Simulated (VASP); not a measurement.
Here is a VASP 6.6.1 calculation.

The input INCAR:

```
PREC = Accurate
ENCUT = 500
EDIFF = 1E-6
ISMEAR = -1
SIGMA = 0.01
LREAL = F
LASPH = T
NELM = 120
ALGO = Normal
ISIF = 2
LWAVE = F
LCHARG = F
GGA = PE
NBANDS = 16
GGA_COMPAT = F
```

KPOINTS

```
regular mesh
0
Gamma
  9 9 9
```

Contents of POSCAR:

```
GaP
1.0
    0.0000000000      2.7258125000      2.7258125000
    2.7258125000      0.0000000000      2.7258125000
    2.7258125000      2.7258125000      0.0000000000
Ga P
1 1
Direct
    0.0000000000      0.0000000000      0.0000000000
    0.7500000000      0.7500000000      0.7500000000
```

Potentials or basis: VASP PAW PBE potentials, release 64 (Ga_d, P).

Command:

```sh
$ cat potpaw_PBE.64/Ga_d/POTCAR potpaw_PBE.64/P/POTCAR > POTCAR
$ mpirun -np 1 vasp_std > vasp.out
```

(1) Estimate the pressure.

(2) What does it give for the band gap on the k mesh?

Results:

(1) 2.4 GPa.

(2) 1.60 eV (least direct gap 1.82 eV).

Caveat: an odd mesh through Γ misses points on the zone boundary, where band edges can lie.
